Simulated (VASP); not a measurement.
# Sn3Br (Pm-3n) in VASP: single point with PBE

Aim: the single point of Sn3Br with PBE.

Program: VASP 6.6.1. These are calculated values, not measurements. Logs are shortened: lines on timing, memory, paths and dates and some standing lists are left out, and cuts for length are marked.

## (1) The cell of the first run

The structure is cubic, space group Pm-3n (No. 223). Conventional cell: a = 6.158 Å, b = 6.158 Å, c = 6.158 Å, α = 90.00°, β = 90.00°, γ = 90.00°. Within 4.1 Å of Sn (site symmetry -4m2) lie 10 Sn at 3.08 to 3.77 Å and 4 Br at 3.44 Å. Within 4.5 Å of Br (site symmetry m-3) lie 12 Sn at 3.44 Å.

## (2) Single point, PBE

INCAR reads:

```
  PREC = Accurate
  ENCUT = 520
  EDIFF = 1E-6
  ISMEAR = 0
  SIGMA = 0.1
  LREAL = False
  LASPH = True
  NELM = 100
  ALGO = Normal
  ISIF = 2
  LWAVE = False
  LCHARG = False
  GGA = PE
  NBANDS = 59
```

KPOINTS reads:

```
Automatic mesh
0
Gamma
  4 4 4
```

POSCAR reads:

```
Sn3Br
1.0
    6.1581061631      0.0000000000      0.0000000000
    0.0000000000      6.1581061631      0.0000000000
    0.0000000000      0.0000000000      6.1581061631
Sn Br
6 2
Direct
    0.2500000000      0.0000000000      0.5000000000
    0.5000000000      0.7500000000      0.0000000000
    0.7500000000      0.0000000000      0.5000000000
    0.5000000000      0.2500000000      0.0000000000
    0.0000000000      0.5000000000      0.7500000000
    0.0000000000      0.5000000000      0.2500000000
    0.0000000000      0.0000000000      0.0000000000
    0.5000000000      0.5000000000      0.5000000000
```

Potentials or basis: VASP PAW PBE potentials, release 64 (Sn_d, Br).

The run is started by

```
$ cat potpaw_PBE.64/Sn_d/POTCAR potpaw_PBE.64/Br/POTCAR > POTCAR
$ mpirun -np 1 vasp_std > vasp.out
```

OUTCAR:

```text
PREC = Accurate
   ENCUT = 520
   EDIFF = 1E-6
   ISMEAR = 0
   LREAL = False
   LASPH = True
   NELM = 100
   ISIF = 2
   GGA = PE

 ion  position               nearest neighbor table
   1  0.250  0.000  0.500-   3 3.08   3 3.08
   2  0.500  0.750  0.000-   4 3.08   4 3.08
   3  0.750  0.000  0.500-   1 3.08   1 3.08
   4  0.500  0.250  0.000-   2 3.08   2 3.08
   5  0.000  0.500  0.750-   6 3.08   6 3.08
   6  0.000  0.500  0.250-   5 3.08   5 3.08
   7  0.000  0.000  0.000-
   8  0.500  0.500  0.500-

  LATTYP: Found a simple cubic cell.
 ALAT       =     6.1581061631

  Lattice vectors:

 A1 = (   6.1581061631,   0.0000000000,   0.0000000000)
 A2 = (   0.0000000000,   6.1581061631,   0.0000000000)
 A3 = (   0.0000000000,   0.0000000000,   6.1581061631)

Analysis of symmetry for initial positions (statically):
=====================================================================
 Subroutine PRICEL returns:
 Original cell was already a primitive cell.

 Routine SETGRP: Setting up the symmetry group for a
 simple cubic supercell.

 Subroutine GETGRP returns: Found 48 space group operations
 (whereof 24 operations were pure point group operations)
 out of a pool of 48 trial point group operations.

The static configuration has the point symmetry T_h .
 The point group associated with its full space group is O_h .

Analysis of symmetry for dynamics (positions and initial velocities):
=====================================================================
 Subroutine PRICEL returns:
 Original cell was already a primitive cell.

 Routine SETGRP: Setting up the symmetry group for a
 simple cubic supercell.

 Subroutine GETGRP returns: Found 48 space group operations
 (whereof 24 operations were pure point group operations)
 out of a pool of 48 trial point group operations.

The dynamic configuration has the point symmetry T_h .
 The point group associated with its full space group is O_h .

 Subroutine INISYM returns: Found 48 space group operations
 (whereof 24 operations are pure point group operations),
 and found     1 'primitive' translations

[... 91 lines left out ...]
   EDIFF  = 0.1E-05   stopping-criterion for ELM
   LREAL  =      F    real-space projection
   EDIFFG = 0.1E-04   stopping-criterion for IOM
   NSW    =      0    number of steps for IOM
   IBRION =     -1    ionic relax: 0-MD 1-quasi-New 2-CG
   NFREE  =      0    steps in history (QN), initial steepest desc. (CG)
   ISIF   =      2    stress and relaxation
   ISYM   =      2    0-nonsym 1-usesym 2-fastsym
   POTIM  = 0.5000    time-step for ionic-motion
   TEBEG  =    0.0;   TEEND  =   0.0 temperature during run
   PSTRESS=    0.0 pullay stress
   NELECT =      98.0000    total number of electrons
   NUPDOWN=      -1.0000    fix difference up-down
   EMIN   =  10.00;   EMAX   =-10.00  energy-range for DOS
   EFERMI =   0.00;   METHOD = LEGACY
   ISMEAR =     0;   SIGMA  =   0.10  broadening in eV -4-tet -1-fermi 0-gaus
   EFERMI_NEDOS =   21; number of points for ismear=-14 and -15
   IALGO  =     38    algorithm
   IMIX   =      4    mixing-type and parameters
     AMIX     =   0.40;   BMIX     =  1.00
     AMIX_MAG =   1.60;   BMIX_MAG =  1.00
  volume/ion in A,a.u.               =      29.19       196.99
  Fermi-wavevector in a.u.,A,eV,Ry     =   1.225659  2.316160 20.439218  1.502240
  Thomas-Fermi vector in A             =   2.360689
   LORBIT       =      0    0 simple, 1 ext, 2 COOP (PROOUT), +10 PAW based schemes
   GGA     = PE    functional components
   LHFCALC =     F    Hartree Fock is set to
   AEXX    =    0.0000 exact exchange contribution
   IVDW    =     0    specifies the selected vdW correction
   LEPSILON=     F    determine dielectric tensor
   LRPA    =     F    only Hartree local field effects (RPA)
 non-spin polarized calculation
 Gauss-broadening in eV      SIGMA  =   0.10
  energy-cutoff  :      520.00
  volume of cell :      233.53
 maximum number of plane-waves:      6355
 NGX is ok and might be reduce to    48
   NGX = 23   NGY = 23   NGZ = 23

 number of electron      98.0000001 magnetization

 Free energy of the ion-electron system (eV)
  ---------------------------------------------------
  ext. energy  EPLUGINS =         0.00000000
  ---------------------------------------------------
  free energy    TOTEN  =       -25.76685657 eV

  energy without entropy =      -25.74652231  energy(sigma->0) =      -25.75668944

 E-fermi :   6.3021     XC(G=0):  -9.7340

 val. band max:        6.2745816346   @ k =   0.5000   0.2500   0.0000
 cond. band min:       6.3445579107   @ k =   0.2500   0.0000   0.0000
 fundamental gap:      0.0699762761
 Fermi energy:         6.3020505499

 k-point     1 :       0.0000    0.0000    0.0000
  band No.  band energies     occupation
      1     -15.5579      2.00000
      2     -15.5498      2.00000
      3     -15.5498      2.00000
      4     -15.4707      2.00000
      5     -15.4640      2.00000
      6     -15.4640      2.00000
[... 609 lines left out ...]
     58       8.0453      0.00000
     59       8.0453      0.00000

------------------------ aborting loop because EDIFF is reached ----------------------------------------

  FORCE on cell =-STRESS in cart. coord.  units (eV):
  Direction    XX          YY          ZZ          XY          YZ          ZX
  --------------------------------------------------------------------------------------
  -------------------------------------------------------------------------------------
  Total        0.0068270      0.0068270      0.0068270     -0.0000000      0.0000000     -0.0000000
  in kB        0.0468382      0.0468382      0.0468382     -0.0000000      0.0000000     -0.0000000
  external PRESSURE =       0.0468382 kB  Pullay stress =       0.0000000 kB

 VOLUME and BASIS-vectors are now :
 -----------------------------------------------------------------------------
  energy-cutoff  :      520.00
  volume of cell :      233.53
      direct lattice vectors                 reciprocal lattice vectors
     6.158106163  0.000000000  0.000000000     0.162387587  0.000000000  0.000000000
     0.000000000  6.158106163  0.000000000     0.000000000  0.162387587  0.000000000
     0.000000000  0.000000000  6.158106163     0.000000000  0.000000000  0.162387587

 POSITION                                       TOTAL-FORCE (eV/Angst)
 -----------------------------------------------------------------------------------
      1.53953      0.00000      3.07905        -0.000000      0.000000      0.000000
      3.07905      4.61858      0.00000         0.000000      0.000000      0.000000
      4.61858      0.00000      3.07905         0.000000     -0.000000     -0.000000
      3.07905      1.53953      0.00000        -0.000000      0.000000     -0.000000
      0.00000      3.07905      4.61858         0.000000      0.000000      0.000000
      0.00000      3.07905      1.53953        -0.000000     -0.000000     -0.000000
      0.00000      0.00000      0.00000         0.000000      0.000000      0.000000
      3.07905      3.07905      3.07905         0.000000      0.000000      0.000000
 -----------------------------------------------------------------------------------
    total drift:                                0.000000     -0.000000      0.000000

  FREE ENERGIE OF THE ION-ELECTRON SYSTEM (eV)
  ---------------------------------------------------
  free  energy   TOTEN  =       -25.7668565731 eV

  energy  without entropy=      -25.7465223136  energy(sigma->0) =      -25.75668944
```

It took 60 s on 1 thread of Intel Xeon 6975P-C (Granite Rapids), shared host; peak memory 0.37 GiB.

Results:

| Property | Result |
| --- | --- |
| Free energy | -25.7669 eV |
| Pressure | 0.0 GPa |
| Band gap on the k mesh | zero (band 49 reaches 7.22 eV, above the bottom of band 50 at 5.71 eV) |

Caveat: spin-orbit coupling is left out, which moves the levels of the heavy elements.
